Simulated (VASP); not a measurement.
# Pb (P6/mmm) in VASP: notebook, part 2 of 2

VASP 6.6.1.

## (3) Single point, PBE

INCAR

```
SYSTEM = Pb
ALGO = Normal
EDIFF = 1E-6
ENCUT = 520
GGA = PE
ISIF = 2
ISMEAR = -1
LASPH = .TRUE.
LCHARG = .FALSE.
LREAL = .FALSE.
LWAVE = .FALSE.
NBANDS = 13
NELM = 60
PREC = Accurate
SIGMA = 0.08
```

KPOINTS

```
k-points
0
G
  16 16 15
  0 0 0
```

POSCAR

```
Pb
1.0
    2.7351867269      0.0000000000      0.0000000000
   -1.3675933635      2.3687411896      0.0000000000
    0.0000000000      0.0000000000      2.5734453416
Pb
1
Direct
    0.0000000000      0.0000000000      0.0000000000
```

Potentials or basis: VASP PAW PBE potentials, release 64 (Pb_d).

Launch:

```sh
$ cat potpaw_PBE.64/Pb_d/POTCAR > POTCAR
$ mpirun -np 1 vasp_std > vasp.out
```

OUTCAR:

```text
SYSTEM = Pb
   EDIFF = 1E-6
   ENCUT = 520
   GGA = PE
   ISIF = 2
   ISMEAR = -1
   LASPH = .TRUE.
   LREAL = .FALSE.
   NELM = 60
   PREC = Accurate

 ion  position               nearest neighbor table
   1  0.000  0.000  0.000-

  LATTYP: Found a hexagonal cell.
 ALAT       =     2.7351867269
 C/A-ratio  =     0.9408664192

  Lattice vectors:

 A1 = (   2.7351867269,   0.0000000000,   0.0000000000)
 A2 = (  -1.3675933635,   2.3687411896,   0.0000000000)
 A3 = (   0.0000000000,   0.0000000000,   2.5734453416)

Analysis of symmetry for initial positions (statically):
=====================================================================
 Subroutine PRICEL returns:
 Original cell was already a primitive cell.

 Routine SETGRP: Setting up the symmetry group for a
 hexagonal supercell.

 Subroutine GETGRP returns: Found 24 space group operations
 (whereof 24 operations were pure point group operations)
 out of a pool of 24 trial point group operations.

The static configuration has the point symmetry D_6h.

Analysis of symmetry for dynamics (positions and initial velocities):
=====================================================================
 Subroutine PRICEL returns:
 Original cell was already a primitive cell.

 Routine SETGRP: Setting up the symmetry group for a
 hexagonal supercell.

 Subroutine GETGRP returns: Found 24 space group operations
 (whereof 24 operations were pure point group operations)
 out of a pool of 24 trial point group operations.

The dynamic configuration has the point symmetry D_6h.

 Subroutine INISYM returns: Found 24 space group operations
 (whereof 24 operations are pure point group operations),
 and found     1 'primitive' translations

----------------------------------------------------------------------------------------

                                     Primitive cell

  volume of cell :      16.6732

[... 102 lines left out ...]
   EFERMI_NEDOS =   21; number of points for ismear=-14 and -15
   IALGO  =     38    algorithm
   IMIX   =      4    mixing-type and parameters
     AMIX     =   0.40;   BMIX     =  1.00
     AMIX_MAG =   1.60;   BMIX_MAG =  1.00
  volume/ion in A,a.u.               =      16.67       112.52
  Fermi-wavevector in a.u.,A,eV,Ry     =   1.544464  2.918613 32.454897  2.385368
  Thomas-Fermi vector in A             =   2.649981
   LORBIT       =      0    0 simple, 1 ext, 2 COOP (PROOUT), +10 PAW based schemes
   GGA     = PE    functional components
[... 5 lines left out ...]
 non-spin polarized calculation
  energy-cutoff  :      520.00
  volume of cell :       16.67
 maximum number of plane-waves:       460
   NGX = 11   NGY = 11   NGZ =  9

 number of electron      14.0000000 magnetization

 Free energy of the ion-electron system (eV)
  ---------------------------------------------------
  ext. energy  EPLUGINS =         0.00000000
  ---------------------------------------------------
  free energy    TOTEN  =         0.19857311 eV

  energy without entropy =        0.20397329  energy(sigma->0) =        0.20127320

 E-fermi :  17.0610     XC(G=0): -13.3723

 val. band max:       17.0462731547   @ k =   0.2500   0.0000   0.2667
 cond. band min:      17.1041384045   @ k =   0.4375   0.1250   0.4000
 fundamental gap:      0.0578652498
 Fermi energy:        17.0609716975

 k-point     1 :       0.0000    0.0000    0.0000
  band No.  band energies     occupation
      1      -3.8039      2.00000
      2      -2.3194      2.00000
      3      -2.3194      2.00000
      4      -1.3258      2.00000
      5      -0.7393      2.00000
      6      -0.7393      2.00000
      7      23.3680      0.00000
      8      25.7403      0.00000
      9      27.5021      0.00000
     10      27.5021      0.00000
     11      29.9655      0.00000
     12      33.9278      0.00000
     13      33.9278      0.00000
[... 354 lines left out ...]
  band No.  band energies     occupation
      1      -3.2885      2.00000
      2      -2.6272      2.00000
      3      -1.4412      2.00000
      4      -1.3762      2.00000
      5      -1.0037      2.00000
      6       4.1105      2.00000
      7      14.2349      2.00000
      8      17.4352      0.01842
      9      28.8365      0.00000
     10      29.1056      0.00000
     11      32.0238      0.00000
     12      34.6593      0.00000
     13      36.6432      0.00000

 [... further k-points ...]
[... 5 lines left out ...]
  --------------------------------------------------------------------------------------
  -------------------------------------------------------------------------------------
  Total       14.5646990     14.5646990     14.5595067     -0.0000000     -0.0000000     -0.0000000
  in kB     1399.5633298   1399.5633298   1399.0643880     -0.0000000     -0.0000000     -0.0000000
  external PRESSURE =    1399.3970159 kB  Pullay stress =       0.0000000 kB

 VOLUME and BASIS-vectors are now :
 -----------------------------------------------------------------------------
  energy-cutoff  :      520.00
  volume of cell :       16.67
      direct lattice vectors                 reciprocal lattice vectors
     2.735186727  0.000000000  0.000000000     0.365605752  0.211082579  0.000000000
    -1.367593363  2.368741190  0.000000000     0.000000000  0.422165159  0.000000000
     0.000000000  0.000000000  2.573445342     0.000000000  0.000000000  0.388584123

 POSITION                                       TOTAL-FORCE (eV/Angst)
 -----------------------------------------------------------------------------------
      0.00000      0.00000      0.00000         0.000000      0.000000      0.000000
 -----------------------------------------------------------------------------------
    total drift:                               -0.000000      0.000000      0.000000

  FREE ENERGIE OF THE ION-ELECTRON SYSTEM (eV)
  ---------------------------------------------------
  free  energy   TOTEN  =         0.1985731148 eV

  energy  without entropy=        0.2039732926  energy(sigma->0) =        0.20127320
```

OSZICAR:

```text
N       E                     dE             d eps       ncg     rms          rms(c)
DAV:   1     0.107702286874E+03    0.10770E+03   -0.72440E+03  6518   0.154E+03
DAV:   2     0.435841120574E+01   -0.10334E+03   -0.99333E+02  6705   0.339E+02
DAV:   3     0.149915938493E+00   -0.42085E+01   -0.41877E+01  7664   0.731E+01
DAV:   4     0.757095768379E-01   -0.74206E-01   -0.74188E-01  7282   0.913E+00
DAV:   5     0.731385577183E-01   -0.25710E-02   -0.25710E-02  8309   0.167E+00    0.221E+00
DAV:   6     0.156368256176E+00    0.83230E-01   -0.34052E-02  9607   0.460E+00    0.117E+00
DAV:   7     0.196760213206E+00    0.40392E-01   -0.24470E-02  9847   0.352E+00    0.158E-01
DAV:   8     0.198574015625E+00    0.18138E-02   -0.16426E-03  7965   0.731E-01    0.185E-02
DAV:   9     0.198570616637E+00   -0.33990E-05   -0.39966E-05  9049   0.100E-01    0.109E-02
DAV:  10     0.198573096161E+00    0.24795E-05   -0.16671E-06  7692   0.143E-02    0.882E-04
DAV:  11     0.198573114813E+00    0.18652E-07   -0.55182E-08  4130   0.386E-03
   1 F= 0.19857311E+00 E0= 0.20127320E+00  d E =-.540018E-02
```

stdout:

```text
POSCAR found type information on POSCAR Pb
 POSCAR found :  1 types and       1 ions
 scaLAPACK will be used
 LDA part: xc-table for (Slater+PW92), standard interpolation
 POSCAR, INCAR and KPOINTS ok, starting setup
 FFT: planning ... GRIDC
 FFT: planning ... GRID_SOFT
 FFT: planning ... GRID
 WAVECAR not read
 entering main loop
```

Wall time 14 s (1 thread of Intel Xeon 6975P-C (Granite Rapids), shared host); peak memory 0.16 GiB.

Results:

| Quantity | Value |
| --- | --- |
| Free energy | 0.1986 eV |
| Pressure | 139.9 GPa |
| Band gap on the k mesh | zero (band 7 reaches 23.91 eV, above the bottom of band 8 at 12.84 eV) |

Caveat: spin-orbit coupling is left out, which moves the levels of the heavy elements.

## (4) Single point, PBE

This run uses another cell than the first one: it holds 3 atoms, not 1.

INCAR

```
SYSTEM = Pb
ALGO = Normal
EDIFF = 1E-7
ENCUT = 520
GGA = PE
ISIF = 2
ISMEAR = -1
LASPH = .TRUE.
LCHARG = .TRUE.
LELF = .TRUE.
LREAL = .FALSE.
LVHAR = .TRUE.
LWAVE = .FALSE.
NBANDS = 28
NELM = 100
PREC = Accurate
SIGMA = 0.08
```

KPOINTS

```
k-points
0
G
  8 8 11
  0 0 0
```

POSCAR

```
Pb
1.0
    4.5774444495      0.0000000000      0.0000000000
   -2.2887222248      3.9641831777      0.0000000000
    0.0000000000      0.0000000000      2.6968884036
Pb
3
Direct
    0.0000000000      0.0000000000      0.0000000000
    0.3333333333      0.6666666667      0.5000000000
    0.6666666667      0.3333333333      0.5000000000
```

Potentials or basis: VASP PAW PBE potentials, release 64 (Pb_d).

Launch:

```sh
$ cat potpaw_PBE.64/Pb_d/POTCAR > POTCAR
$ mpirun -np 1 vasp_std > vasp.out
```

OUTCAR:

```text
SYSTEM = Pb
   EDIFF = 1E-7
   ENCUT = 520
   GGA = PE
   ISIF = 2
   ISMEAR = -1
   LASPH = .TRUE.
   LREAL = .FALSE.
   NELM = 100
   PREC = Accurate

 ion  position               nearest neighbor table
   1  0.000  0.000  0.000-   2 2.97   3 2.97   2 2.97   3 2.97   3 2.97   3 2.97   2 2.97   2 2.97
                             3 2.97   3 2.97   2 2.97   2 2.97
   2  0.333  0.667  0.500-   3 2.64   3 2.64   3 2.64   1 2.97   1 2.97   1 2.97   1 2.97   1 2.97
                             1 2.97   3 3.78   3 3.78   3 3.78   3 3.78   3 3.78   3 3.78
   3  0.667  0.333  0.500-   2 2.64   2 2.64   2 2.64   1 2.97   1 2.97   1 2.97   1 2.97   1 2.97
                             1 2.97   2 3.78   2 3.78   2 3.78   2 3.78   2 3.78   2 3.78
[... 945 lines left out ...]
  -------------------------------------------------------------------------------------
  Total       42.7104890     42.7104890     42.7092457     -0.0000000      0.0000000     -0.0000000
  in kB     1398.3160863   1398.3160863   1398.2753800     -0.0000000      0.0000000     -0.0000000
  external PRESSURE =    1398.3025175 kB  Pullay stress =       0.0000000 kB

 VOLUME and BASIS-vectors are now :
 -----------------------------------------------------------------------------
  energy-cutoff  :      520.00
  volume of cell :       48.94
      direct lattice vectors                 reciprocal lattice vectors
     4.577444449  0.000000000  0.000000000     0.218462509  0.126129388  0.000000000
    -2.288722225  3.964183178  0.000000000     0.000000000  0.252258777  0.000000000
     0.000000000  0.000000000  2.696888404     0.000000000  0.000000000  0.370797694

 POSITION                                       TOTAL-FORCE (eV/Angst)
 -----------------------------------------------------------------------------------
      0.00000      0.00000      0.00000         0.000000      0.000000      0.000000
     -0.00000      2.64279      1.34844        -0.000000      0.000000     -0.000000
      2.28872      1.32139      1.34844         0.000000      0.000000      0.000000
 -----------------------------------------------------------------------------------
    total drift:                                0.000000      0.000000     -0.000000

  FREE ENERGIE OF THE ION-ELECTRON SYSTEM (eV)
  ---------------------------------------------------
  free  energy   TOTEN  =         0.1073625087 eV

  energy  without entropy=        0.1363922365  energy(sigma->0) =        0.12187737
```

OSZICAR:

```text
N       E                     dE             d eps       ncg     rms          rms(c)
DAV:   1     0.514263025313E+03    0.51426E+03   -0.20934E+04  3424   0.225E+03
DAV:   2     0.438829080623E+02   -0.47038E+03   -0.46263E+03  3380   0.516E+02
DAV:   3     0.126830416332E+01   -0.42615E+02   -0.41967E+02  3932   0.200E+02
DAV:   4    -0.205171585948E+00   -0.14735E+01   -0.14647E+01  4448   0.397E+01
DAV:   5    -0.243805899469E+00   -0.38634E-01   -0.38619E-01  5084   0.556E+00    0.341E+00
DAV:   6    -0.771354746576E-02    0.23609E+00   -0.12387E-01  4944   0.691E+00    0.177E+00
DAV:   7     0.102331808191E+00    0.11005E+00   -0.96449E-02  5292   0.496E+00    0.225E-01
DAV:   8     0.107326657673E+00    0.49948E-02   -0.11068E-02  4720   0.162E+00    0.588E-02
DAV:   9     0.107342017988E+00    0.15360E-04   -0.44971E-04  5416   0.367E-01    0.270E-02
DAV:  10     0.107355633559E+00    0.13616E-04   -0.36061E-05  5148   0.963E-02    0.374E-03
DAV:  11     0.107360524486E+00    0.48909E-05   -0.24717E-06  5024   0.205E-02    0.110E-03
DAV:  12     0.107361985702E+00    0.14612E-05   -0.42580E-07  3312   0.136E-02    0.660E-04
DAV:  13     0.107362534854E+00    0.54915E-06   -0.72366E-08  2180   0.335E-03    0.160E-04
DAV:  14     0.107362508713E+00   -0.26142E-07   -0.12763E-08  2140   0.201E-03
   1 F= 0.10736251E+00 E0= 0.12187737E+00  d E =-.290297E-01
```

stdout:

```text
POSCAR found type information on POSCAR Pb
 POSCAR found :  1 types and       3 ions
 scaLAPACK will be used
 LDA part: xc-table for (Slater+PW92), standard interpolation
 POSCAR, INCAR and KPOINTS ok, starting setup
 FFT: planning ... GRIDC
 FFT: planning ... GRID_SOFT
 FFT: planning ... GRID
 WAVECAR not read
 entering main loop
```

Run time: 30 s. Hardware: 1 thread of Intel Xeon 6975P-C (Granite Rapids), shared host; peak memory 0.2 GiB.

What came out:

```yaml
Free_energy: 0.1074 eV
Pressure: 139.8 GPa
Band_gap_on_the_k_mesh: zero (band 21 reaches 19.75 eV, above the bottom of band 22 at 12.81 eV)
```

Caveat: spin-orbit coupling is left out, which moves the levels of the heavy elements.

## (5) Summary

| cell | k mesh | gap on the mesh (eV) | pressure (GPa) |
| --- | --- | --- | --- |
| a = 2.735, b = 2.735, c = 2.574 Å, angles 90.0, 90.0, 120.0°, 1 atom | 16 × 16 × 15 | none | 139.8 |
| a = 2.735, b = 2.735, c = 2.573 Å, angles 90.0, 90.0, 120.0°, 1 atom | 16 × 16 × 15 | none | 139.9 |
| a = 4.577, b = 4.577, c = 2.697 Å, angles 90.0, 90.0, 120.0°, 3 atoms | 8 × 8 × 11 | none | 139.8 |

Alike in all rows: task single point; level PBE; potentials or basis VASP PAW PBE potentials, release 64 (Pb_d); no spin polarisation; cutoff (eV) 520; smearing fermi-dirac 0.08 eV.

Caveats: spin-orbit coupling is left out, which moves the levels of the heavy elements.

Absolute energies hang on the potentials; compare differences alone.
